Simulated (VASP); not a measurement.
Bi, 2 atoms in the cell. The structure is trigonal, space group R-3m (No. 166). The conventional cell has a = 4.535 Å, b = 4.535 Å, c = 11.814 Å, α = 90.00°, β = 90.00°, γ = 120.00°. Within 4.0 Å of Bi (site symmetry 3m) lie 6 Bi at 3.06 to 3.52 Å. 

| Item | Value |
| --- | --- |
| Program | VASP 6.6.1 |
| Task | single point |
| Functional | LDA |
| Potentials or basis | VASP PAW LDA potentials, release 64 (Bi_d) |
| Cutoff | 520 eV |
| k mesh | 4 × 4 × 4 |
| Occupations | fermi-dirac, width 0.05 eV |
| Spin | no spin polarisation |
| Dipole correction | no |
| Further INCAR settings | ALGO = Fast; EDIFF = 1e-07; NBANDS = 22 |

Potentials or basis: VASP PAW LDA potentials, release 64 (Bi_d).

Launch:

```console
$ cat potpaw_LDA.64/Bi_d/POTCAR > POTCAR
$ mpirun -np 1 vasp_std > vasp.out
```

Hardware: 1 thread of AMD EPYC 7R13 (shared host).

How long does it take, and how much memory?

Wall time 28 s on 1 thread of AMD EPYC 7R13 (shared host), peak memory 0.17 GiB. Counts: scf iterations 14, k points 13.
